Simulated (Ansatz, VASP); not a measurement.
Au: VASP beside Ansatz

Contents of INCAR:

```
ALGO     = Fast           # electronic algorithm
EDIFF    = 1E-6           # SCF threshold, eV
ENCUT    = 520            # plane-wave cutoff, eV
GGA      = PS             # functional
ISIF     = 2              # what is computed and relaxed
ISMEAR   = 0              # smearing method
LASPH    = True           # aspherical terms in the spheres
LCHARG   = False          # write CHGCAR
LREAL    = False          # projectors in reciprocal space
LWAVE    = False          # write WAVECAR
NBANDS   = 12             # bands
NELM     = 80             # most SCF steps
PREC     = Accurate       # precision mode
SIGMA    = 0.15           # smearing width, eV
```

The input KPOINTS:

```
k-points
0
Gamma
  26 26 26
```

Contents of POSCAR:

```
Au
1.0
   -1.6210733944      1.6210733944      1.5805465595
    1.6210733944     -1.6210733944      1.5805465595
    1.6210733944      1.6210733944     -1.5805465595
Au
1
Direct
    0.0000000000      0.0000000000      0.0000000000
```

Input for Ansatz:

```yaml
crystal:
  lattice:
    - [-1.6210733944, 1.6210733944, 1.5805465595]
    - [1.6210733944, -1.6210733944, 1.5805465595]
    - [1.6210733944, 1.6210733944, -1.5805465595]
  atoms:
    - { symbol: Au, position: [0.0, 0.0, 0.0] }
basis:
  ecutwfc: 420
kpoints:
  mp_grid: { grid: [26, 26, 26] }
hamiltonian:
  xc: pbesol
scf:
  occupations: { method: gaussian, width: 0.15 }
output:
  forces: true
  stress: true
  eigenvalues: true
```

Change from the starting cell: strain +0.000 along x and y, -0.025 along z, atoms carried along.

Alike in both runs: task single point; functional PBEsol; k mesh 26 × 26 × 26; occupations gaussian, width 0.15 eV; no spin polarisation.

```csv
,VASP,Ansatz
version,VASP 6.6.1,Ansatz 0.2.0
potentials or method,"VASP PAW PBE potentials, release 64 (Au), cutoff 520 eV","scalar-relativistic, plane waves, PAW"
valence electrons in the cell,11,19
```

VASP gave:

| Item | Value |
| --- | --- |
| gap on the k mesh at the Fermi level (eV) | none |
| pressure (GPa) | 4.7 |
| traceless stress, the component that is largest in VASP (GPa) | -0.10 |

Problem. Estimate Ansatz's values.

Solution. gap on the k mesh at the Fermi level (eV): none; pressure (GPa): 4.9; traceless stress, the component that is largest in VASP (GPa): -0.09.

VASP's potentials were made for PBE, not for PBEsol. A gap of «none» marks a metal or a gap that the smearing closes. VASP's potentials hold 11 valence electrons a cell and Ansatz's 19, so a difference there can come from the potentials and not from the codes.

Neither program's run includes spin-orbit coupling.
